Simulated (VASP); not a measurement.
Wanted: the native input for a VASP 6.6.1 run.

- Task: single point
- Functional: PBE
- Potentials or basis: VASP PAW PBE potentials, release 64 (C, H)
- Cutoff: 520 eV
- k mesh: 1 × 1 × 9
- Occupations: gaussian, width 0.05 eV
- Spin: no spin polarisation
- Dipole correction: no
- Further INCAR settings: LREAL = Auto; ALGO = Normal; EDIFF = 1e-06; NBANDS = 40

The structure of H4C3 lies in POSCAR:

```
H4C3
1.0
   13.8000000000      0.0000000000      0.0000000000
    0.0000000000     14.1000000000      0.0000000000
    0.0000000000      0.0000000000      3.5714737265
C H
9 12
Direct
    0.5000000000      0.5000000000      0.5000000000
    0.5647006110      0.4366759978      0.2500000000
    0.5000000000      0.3733519955      0.0000000000
    0.5000000000      0.6266480045      0.0000000000
    0.5647006110      0.5633240022      0.7500000000
    0.3705987780      0.5000000000      0.0000000000
    0.6294012220      0.5000000000      0.0000000000
    0.4352993890      0.4366759978      0.7500000000
    0.4352993890      0.5633240022      0.2500000000
    0.6103029149      0.3920439557      0.4262050743
    0.5456023039      0.3287199534      0.8237949257
    0.4543976961      0.3287199534      0.1762050743
    0.5456023039      0.6712800466      0.1762050743
    0.4543976961      0.6712800466      0.8237949257
    0.6103029149      0.6079560443      0.5737949257
    0.3249964742      0.4553679579      0.1762050743
    0.3249964742      0.5446320421      0.8237949257
    0.6750035258      0.4553679579      0.8237949257
    0.6750035258      0.5446320421      0.1762050743
    0.3896970851      0.3920439557      0.5737949257
    0.3896970851      0.6079560443      0.4262050743
```

One way to write it, as run:

INCAR

```
ALGO = Normal
EDIFF = 1E-6
ENCUT = 520
GGA = PE
ISIF = 2
ISMEAR = 0
LASPH = True
LCHARG = False
LREAL = Auto
LWAVE = False
NBANDS = 40
NELM = 80
PREC = Accurate
SIGMA = 0.05
```

KPOINTS

```
k-points
0
Gamma
  1 1 9
```

Potentials or basis: VASP PAW PBE potentials, release 64 (C, H).

The run is started by

```bash
$ cat potpaw_PBE.64/C/POTCAR potpaw_PBE.64/H/POTCAR > POTCAR
$ mpirun -np 1 vasp_std > vasp.out
```

Results of the run:

```
Largest force          : 0.979 eV/Å
Band gap on the k mesh : 4.46 eV
```

Wall time 3.7 min on 1 thread of AMD EPYC 9R45 96-Core Processor (Zen 5) (shared host), peak memory 0.62 GiB.
